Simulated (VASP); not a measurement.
Input of a VASP 6.6.1 run:

INCAR

```
PREC = Accurate
ENCUT = 600
EDIFF = 1E-6
ISMEAR = 0
SIGMA = 0.1
LREAL = False
LASPH = True
NELM = 80
ALGO = Normal
ISIF = 3
LWAVE = False
LCHARG = False
GGA = PE
IBRION = 2
NSW = 80
EDIFFG = -0.01
```

Contents of KPOINTS:

```
regular mesh
0
Gamma
  14 14 14
```

The input POSCAR:

```
MgB
1.0
    2.8985117874      0.0000000000      0.0000000000
    0.0000000000      2.8985117874      0.0000000000
    0.0000000000      0.0000000000      2.8985117874
Mg B
1 1
Direct
    0.0000000000      0.0000000000      0.0000000000
    0.5000000000      0.5000000000      0.5000000000
```

Potentials or basis: VASP PAW PBE potentials, release 64 (Mg, B).

Launch:

```console
$ cat potpaw_PBE.64/Mg/POTCAR potpaw_PBE.64/B/POTCAR > POTCAR
$ mpirun -np 1 vasp_std > vasp.out
```

(1) What does it give for the relaxed cell?

(2) What does it give for the relaxed volume?

(3) Predict the space group after relaxing (to 0.05 Å).

## Answers

(1) a = 2.892 Å, b = 2.892 Å, c = 2.892 Å, α = 90.00°, β = 90.00°, γ = 90.00°.

(2) 12.10 Å³/atom.

(3) Pm-3m (No. 221).
